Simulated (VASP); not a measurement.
Here is a VASP 6.6.1 calculation.

File INCAR:

```
PREC     = Accurate       # precision mode
ENCUT    = 520            # plane-wave cutoff, eV
EDIFF    = 1E-6           # SCF threshold, eV
ISMEAR   = 0              # smearing method
SIGMA    = 0.15           # smearing width, eV
LREAL    = F              # projectors in reciprocal space
LASPH    = T              # aspherical terms in the spheres
NELM     = 80             # most SCF steps
ALGO     = Fast           # electronic algorithm
ISIF     = 2              # what is computed and relaxed
LWAVE    = F              # write WAVECAR
LCHARG   = T              # write CHGCAR
GGA      = PS             # functional
LELF     = T              # ELF
LVHAR    = T            
NBANDS   = 17             # bands
```

The input KPOINTS:

```
Automatic mesh
0
Gamma
  18 18 10
```

Contents of POSCAR:

```
Pt
1.0
    2.7251897179     -0.0726263060      0.0000000000
   -1.4254910849      2.3963966788      0.0000000000
    0.0000000000      0.0000000000      5.2246833688
Pt
2
Direct
    0.6666666667      0.3333333333      0.7500000000
    0.3333333333      0.6666666667      0.2500000000
```

Potentials or basis: VASP PAW PBE potentials, release 64 (Pt).

The run is started by

```console
$ cat potpaw_PBE.64/Pt/POTCAR > POTCAR
$ mpirun -np 1 vasp_std > vasp.out
```

**Question.** Estimate the largest force.

**Answer.** 0.042 eV/Å.

**Question.** Predict the pressure.

**Answer.** -16.9 GPa.

Forces in eV/Å, atoms in the order of the input:
```
Pt   0.042 -0.005  0.000
Pt  -0.042  0.005  0.000
```

Caveat: the cell differs from its parent crystal (engineering shear strain xy -0.0533, normal strain along z +0.1100); the stress differs along the axes, from -26 to -12 GPa; the PAW data sets were made with another functional, which shifts forces and pressure a little.
